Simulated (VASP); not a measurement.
# Si2C (P6/mmm) in VASP: notebook, part 2 of 3

VASP 6.6.1. Earlier steps stand in the parts before.

## 4. Single point, PBE, collinear spin, ferromagnetic start

File INCAR:

```
SYSTEM = Si2C
PREC = Accurate
ENCUT = 600
EDIFF = 1E-6
ISMEAR = 0
SIGMA = 0.1
LREAL = .FALSE.
LASPH = .TRUE.
NELM = 200
ALGO = Normal
ISIF = 2
LWAVE = .FALSE.
LCHARG = .FALSE.
ISPIN = 2
MAGMOM = 0 0 1
LORBIT = 11
GGA = PE
NBANDS = 17
GGA_COMPAT = .FALSE.
```

File KPOINTS:

```
Automatic mesh
0
G
  6 6 6
  0 0 0
```

File POSCAR:

```
Si2C
1.0
    4.0020265474      0.0000000000      0.0000000000
   -2.0010132737      3.4658566567      0.0000000000
    0.0000000000      0.0000000000      2.7394168712
Si C
2 1
Direct
    0.3333333333      0.6666666667      0.5000000000
    0.6666666667      0.3333333333      0.5000000000
    0.0000000000      0.0000000000      0.0000000000
```

Potentials or basis: VASP PAW PBE potentials, release 64 (Si, C).

On the command line:

```bash
cat potpaw_PBE.64/Si/POTCAR potpaw_PBE.64/C/POTCAR > POTCAR
mpirun -np 1 vasp_std > vasp.out
```

OUTCAR:

```text
SYSTEM = Si2C
   PREC = Accurate
   ENCUT = 600
   EDIFF = 1E-6
   ISMEAR = 0
   LREAL = .FALSE.
   LASPH = .TRUE.
   NELM = 200
   ISIF = 2
   ISPIN = 2
   LORBIT = 11
   GGA = PE

 ion  position               nearest neighbor table
   1  0.333  0.667  0.500-   2 2.31   2 2.31   2 2.31
   2  0.667  0.333  0.500-   1 2.31   1 2.31   1 2.31
   3  0.000  0.000  0.000-

  LATTYP: Found a hexagonal cell.
 ALAT       =     4.0020265474
 C/A-ratio  =     0.6845074211

  Lattice vectors:

 A1 = (   4.0020265474,   0.0000000000,   0.0000000000)
 A2 = (  -2.0010132737,   3.4658566567,   0.0000000000)
 A3 = (   0.0000000000,   0.0000000000,   2.7394168712)

Analysis of symmetry for initial positions (statically):
=====================================================================
 Subroutine PRICEL returns:
 Original cell was already a primitive cell.

 Routine SETGRP: Setting up the symmetry group for a
 hexagonal supercell.

 Subroutine GETGRP returns: Found 24 space group operations
 (whereof 24 operations were pure point group operations)
 out of a pool of 24 trial point group operations.

The static configuration has the point symmetry D_6h.

Analysis of symmetry for dynamics (positions and initial velocities):
=====================================================================
 Subroutine PRICEL returns:
 Original cell was already a primitive cell.

 Routine SETGRP: Setting up the symmetry group for a
 hexagonal supercell.

 Subroutine GETGRP returns: Found 24 space group operations
 (whereof 24 operations were pure point group operations)
 out of a pool of 24 trial point group operations.

The dynamic configuration has the point symmetry D_6h.

Analysis of structural, dynamic, and magnetic symmetry:
=====================================================================
 Subroutine PRICEL returns:
 Original cell was already a primitive cell.

 Routine SETGRP: Setting up the symmetry group for a
 hexagonal supercell.

 Subroutine GETGRP returns: Found 24 space group operations
 (whereof 24 operations were pure point group operations)
 out of a pool of 24 trial point group operations.

The overall configuration has the point symmetry D_6h.

 Subroutine INISYM returns: Found 24 space group operations
 (whereof 24 operations are pure point group operations),
 and found     1 'primitive' translations

----------------------------------------------------------------------------------------

                                     Primitive cell

  volume of cell :      37.9969

  direct lattice vectors                    reciprocal lattice vectors
     4.002026547  0.000000000  0.000000000     0.249873405  0.144264478  0.000000000
    -2.001013274  3.465856657  0.000000000     0.000000000  0.288528955  0.000000000
     0.000000000  0.000000000  2.739416871     0.000000000  0.000000000  0.365041192

  length of vectors
     4.002026547  4.002026547  2.739416871     0.288528955  0.288528955  0.365041192

  position of ions in fractional coordinates (direct lattice)
     0.333333333  0.666666667  0.500000000
     0.666666667  0.333333333  0.500000000
     0.000000000  0.000000000  0.000000000
[... 68 lines left out ...]
 SYSTEM =  Si2C
   PREC   = accura    normal or accurate (medium, high low for compatibility)
   ISTART =      0    job   : 0-new  1-cont  2-samecut
   ICHARG =      2    charge: 1-file 2-atom 10-const
   ISPIN  =      2    spin polarized calculation?
   LNONCOLLINEAR =      F non collinear calculations
   LSORBIT =      F    spin-orbit coupling
   LASPH  =      T    aspherical Exc in radial PAW
   ENCUT  =  600.0 eV  44.10 Ry    6.64 a.u.   7.99  7.99  5.47*2*pi/ulx,y,z
   NELM   =    200;   NELMIN=  2; NELMDL= -5     # of ELM steps
   EDIFF  = 0.1E-05   stopping-criterion for ELM
   LREAL  =      F    real-space projection
   EDIFFG = 0.1E-04   stopping-criterion for IOM
   NSW    =      0    number of steps for IOM
   IBRION =     -1    ionic relax: 0-MD 1-quasi-New 2-CG
   NFREE  =      0    steps in history (QN), initial steepest desc. (CG)
   ISIF   =      2    stress and relaxation
   ISYM   =      2    0-nonsym 1-usesym 2-fastsym
   POTIM  = 0.5000    time-step for ionic-motion
   TEBEG  =    0.0;   TEEND  =   0.0 temperature during run
   PSTRESS=    0.0 pullay stress
   NELECT =      12.0000    total number of electrons
   NUPDOWN=      -1.0000    fix difference up-down
   EMIN   =  10.00;   EMAX   =-10.00  energy-range for DOS
   EFERMI =   0.00;   METHOD = LEGACY
   ISMEAR =     0;   SIGMA  =   0.10  broadening in eV -4-tet -1-fermi 0-gaus
   EFERMI_NEDOS =   21; number of points for ismear=-14 and -15
   IALGO  =     38    algorithm
   IMIX   =      4    mixing-type and parameters
     AMIX     =   0.40;   BMIX     =  1.00
     AMIX_MAG =   1.60;   BMIX_MAG =  1.00
  volume/ion in A,a.u.               =      12.67        85.47
  Fermi-wavevector in a.u.,A,eV,Ry     =   1.114857  2.106774 16.910753  1.242905
  Thomas-Fermi vector in A             =   2.251456
   LORBIT       =     11    0 simple, 1 ext, 2 COOP (PROOUT), +10 PAW based schemes
   GGA     = PE    functional components
   LHFCALC =     F    Hartree Fock is set to
   AEXX    =    0.0000 exact exchange contribution
   IVDW    =     0    specifies the selected vdW correction
   LEPSILON=     F    determine dielectric tensor
   LRPA    =     F    only Hartree local field effects (RPA)
 spin polarized calculation
 Gauss-broadening in eV      SIGMA  =   0.10
  energy-cutoff  :      600.00
  volume of cell :       38.00
 maximum number of plane-waves:      1281
 NGX is ok and might be reduce to    32
   NGX = 15   NGY = 15   NGZ = 11

 number of electron      12.0000000 magnetization      -0.0090563

 number of electron      12.0000000 magnetization       0.0001813

 Free energy of the ion-electron system (eV)
  ---------------------------------------------------
  ext. energy  EPLUGINS =         0.00000000
  ---------------------------------------------------
  free energy    TOTEN  =       -14.51970278 eV

  energy without entropy =      -14.51302503  energy(sigma->0) =      -14.51636390

 E-fermi :   8.4799     XC(G=0): -11.2422

 val. band max:        8.4775128200   @ k =   0.1667   0.0000   0.3333
 cond. band min:       8.5357312215   @ k =   0.0000   0.0000   0.5000
 fundamental gap:      0.0582184015
 Fermi energy:         8.4799094392

 spin component 1

 k-point     1 :       0.0000    0.0000    0.0000
  band No.  band energies     occupation
      1      -6.1003      1.00000
      2       2.7142      1.00000
      3       5.1750      1.00000
      4       5.1750      1.00000
      5       5.3274      1.00000
      6       5.3274      1.00000
[... 459 lines left out ...]
      6       7.0773      1.00000
[... 9 lines left out ...]
     16      22.1376      0.00000
     17      23.1944      0.00000

 [... further k-points ...]

 spin component 2

 k-point     1 :       0.0000    0.0000    0.0000
  band No.  band energies     occupation
      1      -6.1002      1.00000
      2       2.7143      1.00000
      3       5.1751      1.00000
      4       5.1751      1.00000
      5       5.3274      1.00000
      6       5.3274      1.00000
[... 459 lines left out ...]
      6       7.0774      1.00000
[... 9 lines left out ...]
     16      22.1376      0.00000
     17      23.1945      0.00000

 [... further k-points ...]
[... 5 lines left out ...]
  --------------------------------------------------------------------------------------
  -------------------------------------------------------------------------------------
  Total       -0.0650725     -0.0650725     -0.0391181     -0.0000000      0.0000000      0.0000000
  in kB       -2.7438420     -2.7438420     -1.6494519     -0.0000000      0.0000000      0.0000000
  external PRESSURE =      -2.3790453 kB  Pullay stress =       0.0000000 kB

 VOLUME and BASIS-vectors are now :
 -----------------------------------------------------------------------------
  energy-cutoff  :      600.00
  volume of cell :       38.00
      direct lattice vectors                 reciprocal lattice vectors
     4.002026547  0.000000000  0.000000000     0.249873405  0.144264478  0.000000000
    -2.001013274  3.465856657  0.000000000     0.000000000  0.288528955  0.000000000
     0.000000000  0.000000000  2.739416871     0.000000000  0.000000000  0.365041192

 POSITION                                       TOTAL-FORCE (eV/Angst)
 -----------------------------------------------------------------------------------
     -0.00000      2.31057      1.36971         0.000000     -0.000000      0.000000
      2.00101      1.15529      1.36971        -0.000000      0.000000      0.000000
      0.00000      0.00000      0.00000         0.000000      0.000000      0.000000
 -----------------------------------------------------------------------------------
    total drift:                                0.000000     -0.000000      0.000000

  FREE ENERGIE OF THE ION-ELECTRON SYSTEM (eV)
  ---------------------------------------------------
  free  energy   TOTEN  =       -14.5197027820 eV

  energy  without entropy=      -14.5130250261  energy(sigma->0) =      -14.51636390

 total charge

# of ion       s       p       d       tot
------------------------------------------
    1        0.821   0.780   0.000   1.601
    2        0.821   0.780   0.000   1.601
    3        1.016   1.052   0.000   2.068
--------------------------------------------------
tot          2.658   2.612   0.000   5.270

 magnetization (x)

# of ion       s       p       d       tot
------------------------------------------
    1        0.000   0.000   0.000   0.000
    2        0.000   0.000   0.000   0.000
    3        0.000   0.000   0.000   0.000
--------------------------------------------------
tot          0.000   0.000   0.000   0.000
```

OSZICAR:

```text
N       E                     dE             d eps       ncg     rms          rms(c)
DAV:   1     0.137967356788E+02    0.13797E+02   -0.52863E+03  1904   0.664E+02
DAV:   2    -0.134721846018E+02   -0.27269E+02   -0.25388E+02  2596   0.104E+02
DAV:   3    -0.144308815643E+02   -0.95870E+00   -0.94612E+00  2272   0.150E+01
DAV:   4    -0.144350991298E+02   -0.42176E-02   -0.42167E-02  2515   0.127E+00
DAV:   5    -0.144351174526E+02   -0.18323E-04   -0.18322E-04  2339   0.832E-02    0.507E+00
DAV:   6    -0.145265441270E+02   -0.91427E-01   -0.33473E-01  2226   0.217E+00    0.275E+00
DAV:   7    -0.145228084859E+02    0.37356E-02   -0.68274E-02  2280   0.117E+00    0.124E+00
DAV:   8    -0.145189562480E+02    0.38522E-02   -0.20176E-02  2277   0.646E-01    0.192E-01
DAV:   9    -0.145194450108E+02   -0.48876E-03   -0.19509E-03  2131   0.251E-01    0.156E-01
DAV:  10    -0.145196912903E+02   -0.24628E-03   -0.17652E-04  2211   0.734E-02    0.729E-02
DAV:  11    -0.145196971208E+02   -0.58304E-05   -0.56776E-05  2329   0.381E-02    0.237E-02
DAV:  12    -0.145197015362E+02   -0.44155E-05   -0.17728E-05  2106   0.230E-02    0.113E-02
DAV:  13    -0.145197027252E+02   -0.11889E-05   -0.14289E-06  1593   0.736E-03    0.476E-03
DAV:  14    -0.145197027820E+02   -0.56779E-07   -0.36130E-07  1071   0.305E-03
   1 F= -.14519703E+02 E0= -.14516364E+02  d E =-.667776E-02  mag=     0.0000
```

stdout:

```text
POSCAR found type information on POSCAR SiC
 POSCAR found :  2 types and       3 ions
 scaLAPACK will be used
 LDA part: xc-table for (Slater+PW92), standard interpolation
 POSCAR, INCAR and KPOINTS ok, starting setup
 FFT: planning ... GRIDC
 FFT: planning ... GRID_SOFT
 FFT: planning ... GRID
 WAVECAR not read
 entering main loop
```

Run time: 13 s. Hardware: 1 thread of Intel Xeon 6975P-C (Granite Rapids), shared host; peak memory 0.18 GiB.

Results:

```
Free energy                                           : -14.5197 eV
Pressure                                              : -0.2 GPa
Band gap on the k mesh                                : zero (filled and empty bands overlap)
Net moment                                            : 0.00 μB per cell
Valence electrons inside the program's atomic spheres : Si 1.60; C 2.07
```

Levels at points of the mesh, in eV from the Fermi level:
Spin up:
```csv
k point,band 4,band 5,band 6,band 7,band 8,band 9
"(0.00, 0.00, 0.00)",-3.30,-3.15,-3.15,-2.11,1.09,5.86
"(0.50, 0.00, 0.00)",-5.89,1.87,2.18,2.27,2.90,6.13
"(0.00, 0.00, 0.50)",-0.72,-0.72,-0.62,-0.62,0.06,1.65
"(0.50, 0.00, 0.50)",-5.99,-2.05,-1.60,-1.54,-1.54,3.86
```
Spin down:
```
           k point  band 4  band 5  band 6  band 7  band 8  band 9
(0.00, 0.00, 0.00)   -3.30   -3.15   -3.15   -2.11    1.09    5.86
(0.50, 0.00, 0.00)   -5.89    1.87    2.18    2.27    2.90    6.13
(0.00, 0.00, 0.50)   -0.72   -0.72   -0.62   -0.62    0.06    1.65
(0.50, 0.00, 0.50)   -5.99   -2.05   -1.60   -1.54   -1.54    3.86
```

Caveat: the k points lie up to 0.38 Å⁻¹ apart.

## 5. Relaxation of cell and atoms, PBE

This run uses another cell than the first one, of 16.22 Å³/atom, 1.281 times its volume.

File INCAR:

```
ALGO = Normal
EDIFF = 1E-7
EDIFFG = -0.04
ENCUT = 600
GGA = PE
GGA_COMPAT = F
IBRION = 2
ISIF = 3
ISMEAR = 0
LASPH = T
LCHARG = F
LREAL = F
LWAVE = F
NELM = 120
NELMIN = 4
NSW = 90
PREC = Accurate
SIGMA = 0.1
```

File KPOINTS:

```
k-points
0
Gamma
  6 6 6
```

File POSCAR:

```
Si2C
1.0
    4.4324547400      0.0000000000      0.0000000000
   -2.2162273700      3.8386184100      0.0000000000
    0.0000000000      0.0000000000      2.8597836300
Si C
2 1
Direct
    0.3333333300      0.6666666700      0.5000000000
    0.6666666700      0.3333333300      0.5000000000
    0.0000000000      0.0000000000      0.0000000000
```

On the command line:

```bash
cat potpaw_PBE.64/Si/POTCAR potpaw_PBE.64/C/POTCAR > POTCAR
mpirun -np 1 vasp_std > vasp.out
```

It took 27 s on 1 thread of Intel Xeon 6975P-C (Granite Rapids), shared host; peak memory 0.17 GiB.

The run converged. Its results:

- Free energy: -14.5231 eV
- Relaxed volume: 12.64 Å³/atom
- Relaxed cell: a = 3.999 Å, b = 3.999 Å, c = 2.738 Å, α = 90.00°, β = 90.00°, γ = 120.00°
- Space group after relaxing (to 0.05 Å): P6/mmm (No. 191)
- Energy gained by relaxing: 250.9 meV/atom
- Ionic steps: 8
- Pressure after relaxing: 0.0 GPa
- Band gap on the k mesh: zero (band 6 reaches 10.69 eV, above the bottom of band 7 at 6.41 eV)

Stress tensor (GPa, compression positive):
```
 0.04  0.00  0.00
 0.00  0.04  0.00
 0.00  0.00 -0.04
```

Step by step:
```tsv
step	energy change (eV)	largest force (eV/Å)	pressure (GPa)	volume (Å³)
1	0.0000	0.0000	-16.50	48.66
2	-0.7098	0.0000	0.18	37.81
3	-0.7098	0.0000	0.31	37.77
4	-0.7485	0.0000	1.07	37.54
5	-0.7506	0.0000	1.34	37.48
6	-0.7507	0.0000	1.42	37.47
7	-0.7524	0.0000	-0.52	38.09
8	-0.7527	0.0000	0.02	37.92
```

Final structure:
```cif
data_structure
_symmetry_space_group_name_H-M 'P 1'
_symmetry_Int_Tables_number 1
_cell_length_a 3.9986
_cell_length_b 3.9986
_cell_length_c 2.7382
_cell_angle_alpha 90.000
_cell_angle_beta 90.000
_cell_angle_gamma 120.000
_cell_volume 37.92
loop_
_atom_site_label
_atom_site_type_symbol
_atom_site_fract_x
_atom_site_fract_y
_atom_site_fract_z
_atom_site_occupancy
Si1 Si 0.33333 0.66667 0.50000 1
Si2 Si 0.66667 0.33333 0.50000 1
C1 C 0.00000 0.00000 0.00000 1
```

Levels at points of the mesh, in eV from the Fermi level:
```
           k point  band 2  band 3  band 4  band 5  band 6  band 7  band 8  band 9  band 10
(0.00, 0.00, 0.00)   -5.76   -3.32   -3.32   -3.16   -3.16   -2.10    1.09    5.85     6.97
(0.50, 0.00, 0.00)  -11.44   -6.46   -5.91    1.87    2.18    2.27    2.91    6.13     6.38
(0.00, 0.00, 0.50)  -10.15   -2.04   -0.72   -0.72   -0.63   -0.63    0.06    1.66     3.37
(0.50, 0.00, 0.50)   -7.49   -7.00   -6.01   -2.06   -1.61   -1.55   -1.54    3.86     6.92
```

Caveat: the k points lie up to 0.38 Å⁻¹ apart in the final cell; the volume moved by over 15 % at a fixed basis, so the end points are rough.

[end of part 2 of 3]
